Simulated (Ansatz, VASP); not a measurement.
Ba in VASP and in Ansatz

File INCAR:

```
PREC     = Accurate       # precision mode
ENCUT    = 520            # plane-wave cutoff, eV
EDIFF    = 1E-6           # SCF threshold, eV
ISMEAR   = 0              # smearing method
SIGMA    = 0.05           # smearing width, eV
LREAL    = F              # projectors in reciprocal space
LASPH    = T              # aspherical terms in the spheres
NELM     = 60             # most SCF steps
ALGO     = Fast           # electronic algorithm
ISIF     = 2              # what is computed and relaxed
LWAVE    = F              # write WAVECAR
LCHARG   = F              # write CHGCAR
GGA      = PE             # functional
NBANDS   = 17             # bands
```

KPOINTS

```
regular mesh
0
Gamma
  8 8 6
```

The input POSCAR:

```
Ba
1.0
    3.5917737300     -2.5169042300      0.0000000000
    3.5917737300      2.5169042300      0.0000000000
    0.0000000000      0.0000000000      7.1900451800
Ba
2
Direct
    0.7467739700      0.2532260300      0.2500000000
    0.2532260300      0.7467739700      0.7500000000
```

Input for Ansatz:

```yaml
crystal:
  lattice:
    - [3.59177373, -2.51690423, 0.0]
    - [3.59177373, 2.51690423, 0.0]
    - [0.0, 0.0, 7.19004518]
  atoms:
    - { symbol: Ba, position: [0.74677397, 0.25322603, 0.25] }
    - { symbol: Ba, position: [0.25322603, 0.74677397, 0.75] }
basis:
  ecutwfc: 420
  fft_grid_basis: typed
kpoints:
  mp_grid: { grid: [8, 8, 6] }
hamiltonian:
  xc: pbe
scf:
  occupations: { method: gaussian, width: 0.05 }
output:
  forces: true
  stress: true
  eigenvalues: true
  bader: true
  write_density: true
  volumetric_format: npy
  elf: true
```

Alike in both runs: task single point; functional PBE; k mesh 8 × 8 × 6; occupations gaussian, width 0.05 eV; no spin polarisation.

```csv
,VASP,Ansatz
version,VASP 6.6.1,Ansatz 0.2.0
potentials or method,"VASP PAW PBE potentials, release 64 (Ba_sv), cutoff 520 eV","scalar-relativistic, plane waves, PAW"
valence electrons in the cell,20,20
```

|  | VASP | Ansatz | Ansatz less VASP |
| --- | --- | --- | --- |
| gap on the k mesh at the Fermi level (eV) | none | none | - |
| pressure (GPa) | -0.2 | -0.3 | -0.04 |
| rms of the force components (eV/Å) | 0.012 | 0.012 | -0.0001 |

Atom by atom the forces differ by 0.000 eV/Å (rms over components). A gap of «none» marks a metal or a gap that the smearing closes.

Neither program's run includes spin-orbit coupling.
